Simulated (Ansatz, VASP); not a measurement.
**Two plane-wave programs on Mg4Be5Zn3S12**

```
Be Mg S Zn
1.0
     5.53840    3.19400   -0.03742
    -0.07098    6.44096    6.09702
     5.58364   -3.34234    6.16159
Be Mg S Zn
5 4 12 3
Direct
  0.18239 0.82936 0.15290
  0.67120 0.99692 0.00433
  0.06293 0.59969 0.92994
  0.57414 0.43226 0.07776
  0.57925 0.74688 0.77289
  0.16363 0.16263 0.84884
  0.16119 0.50747 0.49748
  0.64987 0.34276 0.68074
  0.08413 0.90897 0.58692
  0.94761 0.38926 0.01987
  0.94997 0.67745 0.72219
  0.01339 0.00336 0.32674
  0.44336 0.54385 0.87646
  0.50493 0.83792 0.54323
  0.50398 0.19475 0.16247
  0.88638 0.43220 0.42772
  0.90747 0.78662 0.09410
  0.86793 0.09318 0.79399
  0.39213 0.61365 0.24728
  0.41961 0.91924 0.95247
  0.39406 0.25881 0.59646
  0.67157 0.67334 0.32377
  0.09380 0.25046 0.23309
  0.60158 0.07490 0.40264
```

Alike in both runs: task relaxation of cell and atoms; functional PBE; k mesh 3 × 2 × 2; occupations gaussian, width 0.1 eV; no spin polarisation.

|  | VASP | Ansatz |
| --- | --- | --- |
| version | VASP 6.6.1 | Ansatz 0.2.0 |
| potentials or method | VASP PAW PBE potentials, release 64 (Be, Mg, S, Zn), cutoff 600 eV | scalar-relativistic, plane waves, PAW |
| valence electrons in the cell | 126 | 158 |

|  | VASP | Ansatz | Ansatz less VASP |
| --- | --- | --- | --- |
| gap on the k mesh at the Fermi level, each at its own relaxed structure (eV) | 3.38 | 3.38 | -0.002 |
| relaxed volume (Å³/atom) | 18.51 | 18.51 | 0.000 |
| relaxed length of the cell vector where the two differ most in proportion (Å) | 8.869 | 8.869 | 0.0000 |

VASP's potentials hold 126 valence electrons a cell and Ansatz's 158, so a difference there can come from the potentials and not from the codes.

Noted on VASP's run: the relaxation stopped at its first step, so nothing moved.
